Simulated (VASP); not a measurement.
TaRu, 2 atoms in the cell. The structure is tetragonal, space group P4/mmm (No. 123). Conventional cell: a = 3.112 Å, b = 3.112 Å, c = 3.486 Å, α = 90.00°, β = 90.00°, γ = 90.00°. Ta (site symmetry 4/mmm) has 8 Ru at 2.81 Å and 6 Ta at 3.11 to 3.49 Å within 3.7 Å. Ru (site symmetry 4/mmm) has 8 Ta at 2.81 Å and 6 Ru at 3.11 to 3.49 Å within 3.7 Å. 

* Program: VASP 6.6.1
* Task: single point
* Functional: PBEsol
* Potentials or basis: VASP PAW PBE potentials, release 64 (Ta_pv, Ru_pv)
* Cutoff: 520 eV
* k mesh: 16 × 16 × 14
* Occupations: gaussian, width 0.15 eV
* Spin: no spin polarisation
* Dipole correction: no
* Further INCAR settings: ALGO = Fast; EDIFF = 1e-06; NBANDS = 20

Potentials or basis: VASP PAW PBE potentials, release 64 (Ta_pv, Ru_pv).

The run is started by

```bash
$ cat potpaw_PBE.64/Ta_pv/POTCAR potpaw_PBE.64/Ru_pv/POTCAR > POTCAR
$ mpirun -np 1 vasp_std > vasp.out
```

Hardware: 1 thread of Intel(R) Xeon(R) 6975P-C (Granite Rapids) (shared host).

**Question.** How long does it take, and how much memory?

**Answer.** Wall time 77 s on 1 thread of Intel(R) Xeon(R) 6975P-C (Granite Rapids) (shared host), peak memory 0.34 GiB. Counts: scf iterations 14, k points 360.
